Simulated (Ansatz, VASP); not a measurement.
# Ge4F: VASP beside Ansatz

The input INCAR:

```
SYSTEM = Ge4F
PREC = Accurate
ENCUT = 520
EDIFF = 1E-6
ISMEAR = 0
SIGMA = 0.1
LREAL = .False.
LASPH = .True.
NELM = 80
ALGO = Normal
ISIF = 2
LWAVE = .False.
LCHARG = .False.
LDIPOL = .True.
IDIPOL = 3
DIPOL = 0.5 0.5 0.336
GGA = PE
IVDW = 12
NBANDS = 40
```

KPOINTS

```
regular mesh
0
Gamma
  7 7 1
  0 0 0
```

The input POSCAR:

```
Ge4F
1.0
    4.0303587907      0.0000000000      0.0000000000
    0.0000000000      4.0303587907      0.0000000000
    0.0000000000      0.0000000000     21.6416627718
Ge F
4 1
Direct
    0.0000000000      0.5000000000      0.1848286817
    0.0000000000      0.0000000000      0.2506714513
    0.5000000000      0.0000000000      0.3196569899
    0.5000000000      0.5000000000      0.3854446333
    0.6250000000      1.0000000000      0.5379282957
```

Input for Ansatz:

```yaml
crystal:
  lattice:
    - [4.0303587907, 0.0, 0.0]
    - [0.0, 4.0303587907, 0.0]
    - [0.0, 0.0, 21.6416627718]
  atoms:
    - { symbol: Ge, position: [0.0, 0.5, 0.1848286817] }
    - { symbol: Ge, position: [0.0, 0.0, 0.2506714513] }
    - { symbol: Ge, position: [0.5, 0.0, 0.3196569899] }
    - { symbol: Ge, position: [0.5, 0.5, 0.3854446333] }
    - { symbol: F, position: [0.625, 1.0, 0.5379282957] }
basis:
  ecutwfc: 420
kpoints:
  mp_grid: { grid: [7, 7, 1] }
hamiltonian:
  xc: pbe
  pseudopotentials: { kind: paw, azcp: { folder: soft_1 } }
  dispersion: d3bj
scf:
  occupations: { method: gaussian, width: 0.1 }
output:
  forces: true
  eigenvalues: true
efield:
  axis: 3
  dipole_correction: true
  ramp_width: 0.04
```

Alike in both runs: task single point; functional PBE; dispersion D3(BJ); k mesh 7 × 7 × 1; occupations gaussian, width 0.1 eV; no spin polarisation.

|  | VASP | Ansatz |
| --- | --- | --- |
| version | VASP 6.6.1 | Ansatz 0.2.0 |
| potentials or method | VASP PAW PBE potentials, release 64 (Ge_d, F), cutoff 520 eV | scalar-relativistic, plane waves, PAW |
| valence electrons in the cell | 63 | 63 |

|  | VASP | Ansatz | Ansatz less VASP |
| --- | --- | --- | --- |
| gap on the k mesh at the Fermi level (eV) | none | none | - |
| rms of the force components (eV/Å) | 0.205 | 0.206 | +0.0002 |

Atom by atom the forces differ by 0.002 eV/Å (rms over components). A gap of «none» marks a metal or a gap that the smearing closes.
